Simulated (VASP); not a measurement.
# AlNi (P4/mmm) in VASP: notebook

Runs on AlNi. Level: PBE. Tasks: single point.

Everything below comes from runs of VASP 6.6.1. Logs are shortened: lines on timing, memory, paths and dates and some standing lists are left out, and cuts for length are marked.

## 1. The cell of the first run

It takes space group P4/mmm (No. 123, tetragonal). The conventional cell has a = 2.766 Å, b = 2.766 Å, c = 2.651 Å, α = 90.00°, β = 90.00°, γ = 90.00°. Al (site symmetry 4/mmm) has 8 Ni at 2.36 Å and 6 Al at 2.65 to 2.77 Å within 3.1 Å. Ni (site symmetry 4/mmm) has 8 Al at 2.36 Å and 6 Ni at 2.65 to 2.77 Å within 3.1 Å.

## 2. Single point, PBE (strain -0.040 along x and y, -0.080 along z)

Input file INCAR:

```
ALGO = Normal
EDIFF = 1E-7
ENCUT = 520
GGA = PE
ISIF = 2
ISMEAR = 0
LASPH = True
LCHARG = False
LREAL = False
LWAVE = False
NBANDS = 14
NELM = 60
PREC = Accurate
SIGMA = 0.15
```

Input file KPOINTS:

```
k-points
0
Gamma
  16 16 16
```

Input file POSCAR:

```
AlNi
1.0
    2.7657600000      0.0000000000      0.0000000000
    0.0000000000      2.7657600000      0.0000000000
    0.0000000000      0.0000000000      2.6505200000
Al Ni
1 1
Direct
    0.0000000000      0.0000000000      0.0000000000
    0.5000000000      0.5000000000      0.5000000000
```

Potentials or basis: VASP PAW PBE potentials, release 64 (Al, Ni).

The run is started by

```sh
$ cat potpaw_PBE.64/Al/POTCAR potpaw_PBE.64/Ni/POTCAR > POTCAR
$ mpirun -np 1 vasp_std > vasp.out
```

OUTCAR:

```text
EDIFF = 1E-7
   ENCUT = 520
   GGA = PE
   ISIF = 2
   ISMEAR = 0
   LASPH = True
   LREAL = False
   NELM = 60
   PREC = Accurate

 ion  position               nearest neighbor table
   1  0.000  0.000  0.000-   2 2.36   2 2.36   2 2.36   2 2.36   2 2.36   2 2.36   2 2.36   2 2.36

   2  0.500  0.500  0.500-   1 2.36   1 2.36   1 2.36   1 2.36   1 2.36   1 2.36   1 2.36   1 2.36

  LATTYP: Found a simple tetragonal cell.
 ALAT       =     2.7657600000
 C/A-ratio  =     0.9583333333

  Lattice vectors:

 A1 = (   2.7657600000,   0.0000000000,   0.0000000000)
 A2 = (   0.0000000000,   2.7657600000,   0.0000000000)
 A3 = (   0.0000000000,   0.0000000000,   2.6505200000)

Analysis of symmetry for initial positions (statically):
=====================================================================
 Subroutine PRICEL returns:
 Original cell was already a primitive cell.

 Routine SETGRP: Setting up the symmetry group for a
 simple tetragonal supercell.

 Subroutine GETGRP returns: Found 16 space group operations
 (whereof 16 operations were pure point group operations)
 out of a pool of 16 trial point group operations.

The static configuration has the point symmetry D_4h.

Analysis of symmetry for dynamics (positions and initial velocities):
=====================================================================
 Subroutine PRICEL returns:
 Original cell was already a primitive cell.

 Routine SETGRP: Setting up the symmetry group for a
 simple tetragonal supercell.

 Subroutine GETGRP returns: Found 16 space group operations
 (whereof 16 operations were pure point group operations)
 out of a pool of 16 trial point group operations.

The dynamic configuration has the point symmetry D_4h.

 Subroutine INISYM returns: Found 16 space group operations
 (whereof 16 operations are pure point group operations),
 and found     1 'primitive' translations

----------------------------------------------------------------------------------------

                                     Primitive cell

  volume of cell :      20.2750

  direct lattice vectors                    reciprocal lattice vectors
     2.765760000  0.000000000  0.000000000     0.361564272  0.000000000  0.000000000
     0.000000000  2.765760000  0.000000000     0.000000000  0.361564272  0.000000000
     0.000000000  0.000000000  2.650520000     0.000000000  0.000000000  0.377284457

  length of vectors
[... 92 lines left out ...]
   PSTRESS=    0.0 pullay stress
   NELECT =      13.0000    total number of electrons
   NUPDOWN=      -1.0000    fix difference up-down
   EMIN   =  10.00;   EMAX   =-10.00  energy-range for DOS
   EFERMI =   0.00;   METHOD = LEGACY
   ISMEAR =     0;   SIGMA  =   0.15  broadening in eV -4-tet -1-fermi 0-gaus
   EFERMI_NEDOS =   21; number of points for ismear=-14 and -15
   IALGO  =     38    algorithm
   IMIX   =      4    mixing-type and parameters
     AMIX     =   0.40;   BMIX     =  1.00
     AMIX_MAG =   1.60;   BMIX_MAG =  1.00
  volume/ion in A,a.u.               =      10.14        68.41
  Fermi-wavevector in a.u.,A,eV,Ry     =   1.411679  2.667686 27.114198  1.992837
  Thomas-Fermi vector in A             =   2.533506
   LORBIT       =      0    0 simple, 1 ext, 2 COOP (PROOUT), +10 PAW based schemes
   GGA     = PE    functional components
   LHFCALC =     F    Hartree Fock is set to
   AEXX    =    0.0000 exact exchange contribution
   IVDW    =     0    specifies the selected vdW correction
   LEPSILON=     F    determine dielectric tensor
   LRPA    =     F    only Hartree local field effects (RPA)
 non-spin polarized calculation
 Gauss-broadening in eV      SIGMA  =   0.15
  energy-cutoff  :      520.00
  volume of cell :       20.27
 maximum number of plane-waves:       558
 NGX is ok and might be reduce to    24
   NGX = 11   NGY = 11   NGZ =  9

 number of electron      12.9999995 magnetization

 Free energy of the ion-electron system (eV)
  ---------------------------------------------------
  ext. energy  EPLUGINS =         0.00000000
  ---------------------------------------------------
  free energy    TOTEN  =       -10.09652290 eV

  energy without entropy =      -10.08805391  energy(sigma->0) =      -10.09228840

 E-fermi :  12.3910     XC(G=0): -12.8672

 val. band max:       12.3875071531   @ k =   0.1875   0.0000   0.3750
 cond. band min:      12.3944753356   @ k =   0.4375   0.2500   0.3750
 fundamental gap:      0.0069681825
 Fermi energy:        12.3910253500

 k-point     1 :       0.0000    0.0000    0.0000
  band No.  band energies     occupation
      1      -0.0222      2.00000
      2       8.2403      2.00000
      3       8.2838      2.00000
      4      10.3653      2.00000
      5      10.5162      2.00000
      6      10.5162      2.00000
      7      18.0709      0.00000
      8      18.0709      0.00000
      9      19.8217      0.00000
     10      20.8806      0.00000
     11      21.1665      0.00000
     12      29.3958      0.00000
     13      34.6031      0.00000
     14      35.7159      0.00000
[... 377 lines left out ...]
      1       4.7720      2.00000
      2       4.8715      2.00000
      3       8.9050      2.00000
      4       9.4116      2.00000
      5       9.8049      2.00000
      6      10.5059      2.00000
      7      11.5021      2.00000
      8      19.5626      0.00000
      9      20.5842      0.00000
     10      24.7614      0.00000
     11      24.9836      0.00000
     12      25.9601      0.00000
     13      30.1258      0.00000
     14      30.3854      0.00000

 [... further k-points ...]

------------------------ aborting loop because EDIFF is reached ----------------------------------------

  FORCE on cell =-STRESS in cart. coord.  units (eV):
  Direction    XX          YY          ZZ          XY          YZ          ZX
  --------------------------------------------------------------------------------------
  -------------------------------------------------------------------------------------
  Total        4.9959418      4.9959418      5.7991863      0.0000000      0.0000000      0.0000000
  in kB      394.7915836    394.7915836    458.2659374      0.0000000      0.0000000      0.0000000
  external PRESSURE =     415.9497015 kB  Pullay stress =       0.0000000 kB

 VOLUME and BASIS-vectors are now :
 -----------------------------------------------------------------------------
  energy-cutoff  :      520.00
  volume of cell :       20.27
      direct lattice vectors                 reciprocal lattice vectors
     2.765760000  0.000000000  0.000000000     0.361564272  0.000000000  0.000000000
     0.000000000  2.765760000  0.000000000     0.000000000  0.361564272  0.000000000
     0.000000000  0.000000000  2.650520000     0.000000000  0.000000000  0.377284457

 POSITION                                       TOTAL-FORCE (eV/Angst)
 -----------------------------------------------------------------------------------
      0.00000      0.00000      0.00000         0.000000      0.000000      0.000000
      1.38288      1.38288      1.32526         0.000000      0.000000      0.000000
 -----------------------------------------------------------------------------------
    total drift:                                0.000000     -0.000000     -0.000000

  FREE ENERGIE OF THE ION-ELECTRON SYSTEM (eV)
  ---------------------------------------------------
  free  energy   TOTEN  =       -10.0965228968 eV

  energy  without entropy=      -10.0880539070  energy(sigma->0) =      -10.09228840
```

OSZICAR:

```text
N       E                     dE             d eps       ncg     rms          rms(c)
DAV:   1     0.431767942950E+02    0.43177E+02   -0.54764E+03 11562   0.102E+03
DAV:   2    -0.989898055173E+01   -0.53076E+02   -0.48065E+02 12228   0.189E+02
DAV:   3    -0.116817473896E+02   -0.17828E+01   -0.17678E+01 14220   0.378E+01
DAV:   4    -0.117044600810E+02   -0.22713E-01   -0.22706E-01 13720   0.392E+00
DAV:   5    -0.117051001843E+02   -0.64010E-03   -0.64009E-03 14532   0.708E-01    0.134E+01
DAV:   6    -0.127738182660E+02   -0.10687E+01   -0.38563E+01 13512   0.937E+01    0.134E+01
DAV:   7    -0.101262219575E+02    0.26476E+01   -0.11827E+01 13632   0.552E+01    0.129E+00
DAV:   8    -0.101122895133E+02    0.13932E-01   -0.14353E-01 13918   0.390E+00    0.113E+00
DAV:   9    -0.100966903503E+02    0.15599E-01   -0.42725E-02 14708   0.289E+00    0.189E-01
DAV:  10    -0.100965332284E+02    0.15712E-03   -0.84517E-04 15098   0.387E-01    0.104E-01
DAV:  11    -0.100965245464E+02    0.86819E-05   -0.38861E-05 17640   0.739E-02    0.233E-02
DAV:  12    -0.100965228051E+02    0.17414E-05   -0.80976E-06 14414   0.405E-02    0.565E-03
DAV:  13    -0.100965229108E+02   -0.10578E-06   -0.30399E-07 13290   0.627E-03    0.166E-03
DAV:  14    -0.100965228968E+02    0.14076E-07   -0.64273E-09  7374   0.806E-04
   1 F= -.10096523E+02 E0= -.10092288E+02  d E =-.846899E-02
```

stdout:

```text
POSCAR found type information on POSCAR AlNi
 POSCAR found :  2 types and       2 ions
 scaLAPACK will be used
 LDA part: xc-table for (Slater+PW92), standard interpolation
 POSCAR, INCAR and KPOINTS ok, starting setup
 FFT: planning ... GRIDC
 FFT: planning ... GRID_SOFT
 FFT: planning ... GRID
 WAVECAR not read
 entering main loop
```

It took 33 s on 1 thread of Intel Xeon 6975P-C (Granite Rapids), shared host; peak memory 0.23 GiB.

What came out:

```
Free energy : -10.0965 eV
Pressure    : 41.6 GPa
```

Stress tensor (GPa, compression positive):
```
39.48  0.00  0.00
 0.00 39.48  0.00
 0.00  0.00 45.83
```

Caveat: the cell differs from its parent crystal (strain -0.040 along x and y, -0.080 along z). Spin polarisation is off, so any magnetic state and its effect on volume and gap are missing.

## 3. Single point, PBE (strain +0.000 along x and y, -0.080 along z)

Input file INCAR:

```
SYSTEM = AlNi
PREC = Accurate
ENCUT = 520
EDIFF = 1E-6
ISMEAR = 0
SIGMA = 0.15
LREAL = .FALSE.
LASPH = .TRUE.
NELM = 100
ALGO = Fast
ISIF = 2
LWAVE = .FALSE.
LCHARG = .FALSE.
GGA = PE
NBANDS = 14
```

Input file KPOINTS:

```
Automatic mesh
0
G
  16 16 16
  0 0 0
```

Input file POSCAR:

```
AlNi
1.0
    2.8810000000      0.0000000000      0.0000000000
    0.0000000000      2.8810000000      0.0000000000
    0.0000000000      0.0000000000      2.6505200000
Al Ni
1 1
Direct
    0.0000000000      0.0000000000      0.0000000000
    0.5000000000      0.5000000000      0.5000000000
```

Potentials or basis: VASP PAW PBE potentials, release 64 (Al, Ni).

The run is started by

```sh
$ cat potpaw_PBE.64/Al/POTCAR potpaw_PBE.64/Ni/POTCAR > POTCAR
$ mpirun -np 1 vasp_std > vasp.out
```

It took 38 s on 1 thread of Intel Xeon 6975P-C (Granite Rapids), shared host; peak memory 0.23 GiB.

Results (log left out):

* Free energy: -10.3860 eV
* Pressure: 19.5 GPa

Stress tensor (GPa, compression positive):
```
15.94  0.00  0.00
 0.00 15.94  0.00
 0.00  0.00 26.64
```

Levels at points of the mesh, in eV from the Fermi level:
```
           k point  band 4  band 5  band 6  band 7  band 8  band 9  band 10  band 11
(0.00, 0.00, 0.00)   -1.90   -1.63   -1.63    4.83    4.83    8.03     8.11     8.44
(0.50, 0.00, 0.00)   -2.69   -2.18   -1.55   -0.93    8.18    9.36    10.57    12.42
(0.50, 0.50, 0.00)   -3.51   -2.07   -2.07   -1.27    1.07    2.33    14.85    16.91
(0.00, 0.00, 0.50)   -2.70   -2.70   -1.74   -0.25    8.41    9.71     9.71    11.51
(0.50, 0.00, 0.50)   -2.68   -2.53   -2.41   -1.11    1.99    3.14    12.56    14.74
(0.50, 0.50, 0.50)   -1.21   -1.00    1.89    1.89    2.10    4.19     4.48     5.12
```

Caveat: the cell differs from its parent crystal (strain +0.000 along x and y, -0.080 along z). Spin polarisation is off, so any magnetic state and its effect on volume and gap are missing.

(Part 1 of 2 ends here.)
